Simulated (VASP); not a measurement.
# KTmH4 (P-3m1) in VASP: a series of runs

The runs below take KTmH4 through single point, with PBE, PBE+D4.

All numbers are computed with VASP 6.6.1; they aren't measurements. Logs are shortened: lines on timing, memory, paths and dates and some standing lists are left out, and cuts for length are marked.

**1. The cell of the first run**

The structure is trigonal, space group P-3m1 (No. 164). Conventional cell: a = 3.526 Å, b = 3.526 Å, c = 7.191 Å, α = 90.00°, β = 90.00°, γ = 120.00°. Within 3.7 Å of K (site symmetry -3m) lie 12 H at 2.72 to 3.64 Å and 6 K at 3.53 Å and 2 Tm at 3.60 Å. Tm (site symmetry -3m) has 12 H at 2.12 to 2.71 Å within 2.8 Å. Within 2.8 Å of H (site symmetry 3m) lie 3 Tm at 2.12 Å and 7 H at 2.34 to 2.37 Å. Within 3.1 Å of H (site symmetry 3m) lie 4 H at 2.37 Å and 3 Tm at 2.71 Å and 3 K at 2.72 Å.

The cell was built from a structure type or drawn by symmetry, and may not be a known phase.

**2. Single point, PBE**

File INCAR:

```
SYSTEM = KTmH4
PREC     = Accurate       ! precision mode
ENCUT    = 500            ! plane-wave cutoff, eV
EDIFF    = 1E-6           ! SCF threshold, eV
ISMEAR   = 0              ! smearing method
SIGMA    = 0.02           ! smearing width, eV
LREAL    = .FALSE.        ! projectors in reciprocal space
LASPH    = .TRUE.         ! aspherical terms in the spheres
NELM     = 200            ! most SCF steps
ALGO     = Normal         ! electronic algorithm
ISIF     = 2              ! what is computed and relaxed
LWAVE    = .FALSE.        ! write WAVECAR
LCHARG   = .FALSE.        ! write CHGCAR
GGA      = PE             ! functional
NBANDS   = 20             ! bands
GGA_COMPAT= .FALSE.      
LMAXMIX  = 6              ! l up to which the mixer works
```

File KPOINTS:

```
Automatic mesh
0
G
  12 12 6
  0 0 0
```

File POSCAR:

```
KTmH4
1.0
    3.5259072356      0.0000000000      0.0000000000
   -1.7629536178      3.0535252374      0.0000000000
    0.0000000000      0.0000000000      7.1907108715
K Tm H
1 1 4
Direct
    0.0000000000      0.0000000000      0.0000000000
    0.0000000000      0.0000000000      0.5000000000
    0.6666666667      0.3333333333      0.5806279562
    0.6666666667      0.3333333333      0.2514261615
    0.3333333333      0.6666666667      0.7485738385
    0.3333333333      0.6666666667      0.4193720438
```

Potentials or basis: VASP PAW PBE potentials, release 64 (K_sv, Tm_3, H), 4f in core.

Launch:

```sh
$ cat potpaw_PBE.64/K_sv/POTCAR potpaw_PBE.64/Tm_3/POTCAR potpaw_PBE.64/H/POTCAR > POTCAR
$ mpirun -np 1 vasp_std > vasp.out
```

OUTCAR:

```text
SYSTEM = KTmH4
   PREC = Accurate
   ENCUT = 500
   EDIFF = 1E-6
   ISMEAR = 0
   LREAL = .FALSE.
   LASPH = .TRUE.
   NELM = 200
   ISIF = 2
   GGA = PE

 ion  position               nearest neighbor table
   1  0.000  0.000  0.000-   2 3.60   2 3.60
   2  0.000  0.000  0.500-   3 2.12   6 2.12   6 2.12   3 2.12   3 2.12   6 2.12   1 3.60   1 3.60

   3  0.667  0.333  0.581-   2 2.12   2 2.12   2 2.12
   4  0.667  0.333  0.251-
   5  0.333  0.667  0.749-
   6  0.333  0.667  0.419-   2 2.12   2 2.12   2 2.12

  LATTYP: Found a hexagonal cell.
 ALAT       =     3.5259072356
 C/A-ratio  =     2.0393930955

  Lattice vectors:

 A1 = (   3.5259072356,   0.0000000000,   0.0000000000)
 A2 = (  -1.7629536178,   3.0535252374,   0.0000000000)
 A3 = (   0.0000000000,   0.0000000000,   7.1907108715)

Analysis of symmetry for initial positions (statically):
=====================================================================
 Subroutine PRICEL returns:
 Original cell was already a primitive cell.

 Routine SETGRP: Setting up the symmetry group for a
 hexagonal supercell.

 Subroutine GETGRP returns: Found 12 space group operations
 (whereof 12 operations were pure point group operations)
 out of a pool of 24 trial point group operations.

The static configuration has the point symmetry D_3d.

Analysis of symmetry for dynamics (positions and initial velocities):
=====================================================================
 Subroutine PRICEL returns:
 Original cell was already a primitive cell.

 Routine SETGRP: Setting up the symmetry group for a
 hexagonal supercell.

 Subroutine GETGRP returns: Found 12 space group operations
 (whereof 12 operations were pure point group operations)
 out of a pool of 24 trial point group operations.

The dynamic configuration has the point symmetry D_3d.

 Subroutine INISYM returns: Found 12 space group operations
 (whereof 12 operations are pure point group operations),
 and found     1 'primitive' translations

----------------------------------------------------------------------------------------

                                     Primitive cell

  volume of cell :      77.4184

[... 94 lines left out ...]
   ENCUT  =  500.0 eV  36.75 Ry    6.06 a.u.   6.43  6.43 13.11*2*pi/ulx,y,z
   NELM   =    200;   NELMIN=  2; NELMDL= -5     # of ELM steps
   EDIFF  = 0.1E-05   stopping-criterion for ELM
   LREAL  =      F    real-space projection
   EDIFFG = 0.1E-04   stopping-criterion for IOM
   NSW    =      0    number of steps for IOM
   IBRION =     -1    ionic relax: 0-MD 1-quasi-New 2-CG
   NFREE  =      0    steps in history (QN), initial steepest desc. (CG)
   ISIF   =      2    stress and relaxation
   ISYM   =      2    0-nonsym 1-usesym 2-fastsym
   POTIM  = 0.5000    time-step for ionic-motion
   TEBEG  =    0.0;   TEEND  =   0.0 temperature during run
   PSTRESS=    0.0 pullay stress
   NELECT =      22.0000    total number of electrons
   NUPDOWN=      -1.0000    fix difference up-down
   EMIN   =  10.00;   EMAX   =-10.00  energy-range for DOS
   EFERMI =   0.00;   METHOD = LEGACY
   ISMEAR =     0;   SIGMA  =   0.02  broadening in eV -4-tet -1-fermi 0-gaus
   EFERMI_NEDOS =   21; number of points for ismear=-14 and -15
   IALGO  =     38    algorithm
   IMIX   =      4    mixing-type and parameters
     AMIX     =   0.40;   BMIX     =  1.00
     AMIX_MAG =   1.60;   BMIX_MAG =  1.00
  volume/ion in A,a.u.               =      12.90        87.07
  Fermi-wavevector in a.u.,A,eV,Ry     =   1.076302  2.033917 15.761355  1.158427
  Thomas-Fermi vector in A             =   2.212183
   LORBIT       =      0    0 simple, 1 ext, 2 COOP (PROOUT), +10 PAW based schemes
   GGA     = PE    functional components
   LHFCALC =     F    Hartree Fock is set to
   AEXX    =    0.0000 exact exchange contribution
   IVDW    =     0    specifies the selected vdW correction
   LEPSILON=     F    determine dielectric tensor
   LRPA    =     F    only Hartree local field effects (RPA)
 non-spin polarized calculation
 Gauss-broadening in eV      SIGMA  =   0.02
  energy-cutoff  :      500.00
  volume of cell :       77.42
 maximum number of plane-waves:      1992
 NGX is ok and might be reduce to    28
   NGX = 13   NGY = 13   NGZ = 27

 number of electron      22.0000000 magnetization

 Free energy of the ion-electron system (eV)
  ---------------------------------------------------
  ext. energy  EPLUGINS =         0.00000000
  ---------------------------------------------------
  free energy    TOTEN  =       -20.49863679 eV

  energy without entropy =      -20.49863679  energy(sigma->0) =      -20.49863679

 E-fermi :   2.2866     XC(G=0):  -8.8754

 val. band max:        2.2055394988   @ k =   0.0000   0.0000   0.0000
 cond. band min:       2.6271501956   @ k =   0.5000   0.0000   0.0000
 fundamental gap:      0.4216106969
 Fermi energy:         2.2865576493

 k-point     1 :       0.0000    0.0000    0.0000
  band No.  band energies     occupation
      1     -29.8142      2.00000
      2     -23.8010      2.00000
      3     -23.2128      2.00000
      4     -23.2128      2.00000
      5     -13.3173      2.00000
      6     -13.0005      2.00000
[... 541 lines left out ...]
     19       8.0566      0.00000
     20       8.5073      0.00000

 [... further k-points ...]

------------------------ aborting loop because EDIFF is reached ----------------------------------------

  FORCE on cell =-STRESS in cart. coord.  units (eV):
  Direction    XX          YY          ZZ          XY          YZ          ZX
  --------------------------------------------------------------------------------------
  -------------------------------------------------------------------------------------
  Total        0.1452215      0.1452215     -0.0368183      0.0000000     -0.0000000     -0.0000000
  in kB        3.0053649      3.0053649     -0.7619572      0.0000000     -0.0000000     -0.0000000
  external PRESSURE =       1.7495908 kB  Pullay stress =       0.0000000 kB

 VOLUME and BASIS-vectors are now :
 -----------------------------------------------------------------------------
  energy-cutoff  :      500.00
  volume of cell :       77.42
      direct lattice vectors                 reciprocal lattice vectors
     3.525907236  0.000000000  0.000000000     0.283614949  0.163745167  0.000000000
    -1.762953618  3.053525237  0.000000000     0.000000000  0.327490334  0.000000000
     0.000000000  0.000000000  7.190710872     0.000000000  0.000000000  0.139068309

 POSITION                                       TOTAL-FORCE (eV/Angst)
 -----------------------------------------------------------------------------------
      0.00000      0.00000      0.00000         0.000000      0.000000      0.000000
      0.00000      0.00000      3.59536         0.000000      0.000000      0.000000
      1.76295      1.01784      4.17513         0.000000     -0.000000      0.022564
      1.76295      1.01784      1.80793         0.000000     -0.000000      0.018498
     -0.00000      2.03568      5.38278        -0.000000      0.000000     -0.018498
     -0.00000      2.03568      3.01558        -0.000000      0.000000     -0.022564
 -----------------------------------------------------------------------------------
    total drift:                               -0.000000     -0.000000      0.000000

  FREE ENERGIE OF THE ION-ELECTRON SYSTEM (eV)
  ---------------------------------------------------
  free  energy   TOTEN  =       -20.4986367896 eV

  energy  without entropy=      -20.4986367896  energy(sigma->0) =      -20.49863679
```

OSZICAR:

```text
N       E                     dE             d eps       ncg     rms          rms(c)
DAV:   1     0.124213685928E+03    0.12421E+03   -0.94488E+03  4008   0.100E+03
DAV:   2    -0.125911034277E+02   -0.13680E+03   -0.13079E+03  4168   0.307E+02
DAV:   3    -0.218894506779E+02   -0.92983E+01   -0.91906E+01  5844   0.648E+01
DAV:   4    -0.223898079229E+02   -0.50036E+00   -0.49951E+00  7100   0.130E+01
DAV:   5    -0.223974171376E+02   -0.76092E-02   -0.76070E-02  5328   0.138E+00    0.244E+01
DAV:   6    -0.209529545930E+02    0.14445E+01   -0.12265E+00  6020   0.579E+00    0.152E+01
DAV:   7    -0.205169249150E+02    0.43603E+00   -0.24865E+00  6084   0.730E+00    0.279E+00
DAV:   8    -0.205000026675E+02    0.16922E-01   -0.38048E-01  6124   0.359E+00    0.486E-01
DAV:   9    -0.204981394751E+02    0.18632E-02   -0.18264E-02  5884   0.779E-01    0.220E-01
DAV:  10    -0.204984897168E+02   -0.35024E-03   -0.24368E-03  5352   0.242E-01    0.158E-01
DAV:  11    -0.204986391167E+02   -0.14940E-03   -0.53904E-04  5028   0.120E-01    0.440E-02
DAV:  12    -0.204986268048E+02    0.12312E-04   -0.41207E-05  6432   0.377E-02    0.155E-02
DAV:  13    -0.204986365386E+02   -0.97338E-05   -0.23149E-05  4840   0.252E-02    0.540E-03
DAV:  14    -0.204986367896E+02   -0.25107E-06   -0.15292E-06  5436   0.810E-03
   1 F= -.20498637E+02 E0= -.20498637E+02  d E =-.975513E-12
```

Run time: 73 s. Hardware: 1 thread of Intel Xeon 6975P-C (Granite Rapids), shared host; peak memory 0.3 GiB.

Results:

| Quantity | Value |
| --- | --- |
| Free energy | -20.4986 eV |
| Pressure | 0.2 GPa |
| Largest force | 0.023 eV/Å |
| Band gap on the k mesh | 0.42 eV (least direct gap 1.31 eV) |

Forces on the atoms (eV/Å):
```
K    0.000  0.000  0.000
Tm   0.000  0.000  0.000
H    0.000  0.000  0.023
H    0.000  0.000  0.018
H    0.000  0.000 -0.018
H    0.000  0.000 -0.023
```

Caveat: spin-orbit coupling is left out, which moves the levels of the heavy elements; the 4f electrons are frozen in the core, so they carry no moment and show no levels. A k mesh can miss the band edges.

**3. Single point, PBE+D4, collinear spin, zero start**

This run uses another cell than the first one, of 12.32 Å³/atom.

INCAR, as its differences from that of step 2:

```diff
@@ -13,5 +13,9 @@
 LCHARG   = .FALSE.        ! write CHGCAR
+ISPIN    = 2              ! spin polarisation
+MAGMOM   = 0 0 0 0 0 0    ! initial moments
+LORBIT   = 11             ! projections on sites
+LMAXMIX  = 6              ! l up to which the mixer works
 GGA      = PE             ! functional
-NBANDS   = 20             ! bands
-GGA_COMPAT= .FALSE.      
-LMAXMIX  = 6              ! l up to which the mixer works
+IVDW     = 13             ! dispersion correction
+NBANDS   = 24             ! bands
+GGA_COMPAT= .FALSE.
```

File KPOINTS:

```
regular mesh
0
G
  12 12 6
  0 0 0
```

File POSCAR:

```
KTmH4
1.0
    3.4829131959      0.0000000000      0.0000000000
   -1.7414565980      3.0162913069      0.0000000000
    0.0000000000      0.0000000000      7.0339452251
K Tm H
1 1 4
Direct
    0.0000000000      0.0000000000      0.0000000000
    0.0000000000      0.0000000000      0.5000000000
    0.6666666667      0.3333333333      0.5850001947
    0.6666666667      0.3333333333      0.2525685882
    0.3333333333      0.6666666667      0.7474314118
    0.3333333333      0.6666666667      0.4149998053
```

Potentials or basis: VASP PAW PBE potentials, release 64 (K_sv, Tm_3, H), 4f in core.

Launch:

```sh
$ cat potpaw_PBE.64/K_sv/POTCAR potpaw_PBE.64/Tm_3/POTCAR potpaw_PBE.64/H/POTCAR > POTCAR
$ mpirun -np 1 vasp_std > vasp.out
```

OUTCAR:

```text
SYSTEM = KTmH4
   PREC = Accurate
   ENCUT = 500
   EDIFF = 1E-6
   ISMEAR = 0
   LREAL = .FALSE.
   LASPH = .TRUE.
   NELM = 200
   ISIF = 2
   ISPIN = 2
   LORBIT = 11
   GGA = PE
   IVDW = 13

 ion  position               nearest neighbor table
   1  0.000  0.000  0.000-   2 3.52   2 3.52
   2  0.000  0.000  0.500-   3 2.10   6 2.10   3 2.10   6 2.10   3 2.10   6 2.10   1 3.52   1 3.52

   3  0.667  0.333  0.585-   2 2.10   2 2.10   2 2.10
   4  0.667  0.333  0.253-
   5  0.333  0.667  0.747-
[... 1497 lines left out ...]
     0.000000000  0.000000000  7.033945225     0.000000000  0.000000000  0.142167726

 POSITION                                       TOTAL-FORCE (eV/Angst)
 -----------------------------------------------------------------------------------
      0.00000      0.00000      0.00000        -0.000000      0.000000     -0.000000
      0.00000      0.00000      3.51697        -0.000000      0.000000     -0.000000
      1.74146      1.00543      4.11486        -0.000000     -0.000000      0.025458
      1.74146      1.00543      1.77655         0.000000      0.000000      0.019251
     -0.00000      2.01086      5.25739        -0.000000     -0.000000     -0.019251
     -0.00000      2.01086      2.91909         0.000000      0.000000     -0.025458
 -----------------------------------------------------------------------------------
    total drift:                               -0.000000      0.000000      0.000000

  FREE ENERGIE OF THE ION-ELECTRON SYSTEM (eV)
  ---------------------------------------------------
  free  energy   TOTEN  =       -21.3108230472 eV

  energy  without entropy=      -21.3108230472  energy(sigma->0) =      -21.31082305

 total charge

# of ion       s       p       d       tot
------------------------------------------
    1        1.972   5.580   0.042   7.595
    2        0.359   6.887   1.215   8.461
    3        0.585   0.007   0.000   0.592
    4        0.501   0.002   0.000   0.503
    5        0.501   0.002   0.000   0.503
    6        0.585   0.007   0.000   0.592
--------------------------------------------------
tot          4.503  12.485   1.257  18.245

 magnetization (x)

# of ion       s       p       d       tot
------------------------------------------
    1       -0.000   0.000  -0.000   0.000
    2        0.000  -0.000   0.000   0.000
    3        0.000  -0.000   0.000   0.000
    4        0.000   0.000   0.000   0.000
    5        0.000   0.000   0.000   0.000
    6        0.000  -0.000   0.000   0.000
--------------------------------------------------
tot          0.000   0.000   0.000   0.000
```

OSZICAR:

```text
N       E                     dE             d eps       ncg     rms          rms(c)
DAV:   1     0.121901926641E+03    0.12190E+03   -0.90999E+03  9608   0.840E+02
DAV:   2    -0.143358290599E+02   -0.13624E+03   -0.12853E+03  9776   0.268E+02
DAV:   3    -0.219432488537E+02   -0.76074E+01   -0.75126E+01 13480   0.530E+01
DAV:   4    -0.223858844023E+02   -0.44264E+00   -0.44159E+00 16128   0.103E+01
DAV:   5    -0.223929178021E+02   -0.70334E-02   -0.70323E-02 12832   0.105E+00    0.257E+01
DAV:   6    -0.209398503231E+02    0.14531E+01   -0.83520E-01 14856   0.490E+00    0.160E+01
DAV:   7    -0.204943585791E+02    0.44549E+00   -0.20015E+00 14760   0.627E+00    0.295E+00
DAV:   8    -0.204778292471E+02    0.16529E-01   -0.30834E-01 13616   0.310E+00    0.708E-01
DAV:   9    -0.204751762919E+02    0.26530E-02   -0.14791E-02 14144   0.733E-01    0.208E-01
DAV:  10    -0.204756173010E+02   -0.44101E-03   -0.20234E-03 12432   0.209E-01    0.157E-01
DAV:  11    -0.204757519705E+02   -0.13467E-03   -0.41626E-04 12128   0.933E-02    0.467E-02
DAV:  12    -0.204757409950E+02    0.10976E-04   -0.26743E-05 15208   0.239E-02    0.281E-02
DAV:  13    -0.204757417384E+02   -0.74346E-06   -0.21362E-05 12872   0.210E-02    0.864E-03
DAV:  14    -0.204757448867E+02   -0.31483E-05   -0.47227E-06 10544   0.109E-02    0.364E-03
DAV:  15    -0.204757451300E+02   -0.24332E-06   -0.26277E-07  9944   0.276E-03
   1 F= -.21310823E+02 E0= -.21310823E+02  d E =-.133021E-17  mag=     0.0000
```

stdout:

```text
POSCAR found type information on POSCAR K TmH
 POSCAR found :  3 types and       6 ions
 scaLAPACK will be used
 LDA part: xc-table for (Slater+PW92), standard interpolation
 POSCAR, INCAR and KPOINTS ok, starting setup
 FFT: planning ... GRIDC
 FFT: planning ... GRID_SOFT
 FFT: planning ... GRID
 WAVECAR not read
 entering main loop
```

It took 3 min on 1 thread of Intel Xeon 6975P-C (Granite Rapids), shared host; peak memory 0.41 GiB.

Results:

* Free energy: -21.3108 eV
* Pressure: 0.2 GPa
* Largest force: 0.025 eV/Å
* Band gap on the k mesh: 0.33 eV (least direct gap 1.26 eV)
* Net moment: 0.00 μB per cell
* Valence electrons inside the program's atomic spheres: K 7.59; Tm 8.46; H 0.59, 0.50 (each value once)
* Dispersion energy per atom: -0.139 eV

Forces in eV/Å, atoms in the order of the input:
```
K    0.000  0.000  0.000
Tm   0.000  0.000  0.000
H    0.000  0.000  0.025
H    0.000  0.000  0.019
H    0.000  0.000 -0.019
H    0.000  0.000 -0.025
```

Caveat: the magnetic or orbital state may not be the lowest; spin-orbit coupling is left out, which moves the levels of the heavy elements; the 4f electrons are frozen in the core, so they carry no moment and show no levels.
